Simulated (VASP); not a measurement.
Input of a VASP 6.6.1 run:

INCAR

```
SYSTEM = As
ALGO = Normal
DIPOL = 0.5 0.5 0.289
EDIFF = 1E-6
ENCUT = 400
GGA = RE
GGA_COMPAT = .False.
IDIPOL = 3
ISIF = 2
ISMEAR = 0
IVDW = 12
LASPH = .True.
LCHARG = .False.
LDIPOL = .True.
LREAL = .False.
LWAVE = .False.
NBANDS = 12
NELM = 120
NELMDL = -8
PREC = Accurate
SIGMA = 0.03
```

The input KPOINTS:

```
k-points
0
Gamma
  12 12 1
  0 0 0
```

POSCAR

```
As
1.0
    3.5650564548      0.0000000000      0.0000000000
   -1.7825282274      3.0874294558      0.0000000000
    0.0000000000      0.0000000000     26.6000000028
As
2
Direct
    0.3333333333      0.6666666667      0.2630698096
    0.6666666667      0.3333333333      0.3158775587
```

Potentials or basis: VASP PAW PBE potentials, release 64 (As).

Command:

```console
$ cat potpaw_PBE.64/As/POTCAR > POTCAR
$ mpirun -np 1 vasp_std > vasp.out
```

Question: Predict the dispersion energy per atom.

Answer: -0.433 eV.

Question: Predict the largest force.

Answer: 0.079 eV/Å.

Forces in eV/Å, atoms in the order of the input:
```
As   0.000  0.000 -0.079
As   0.000  0.000  0.079
```

Caveat: the PAW data sets were made with another functional, which shifts forces and pressure a little.
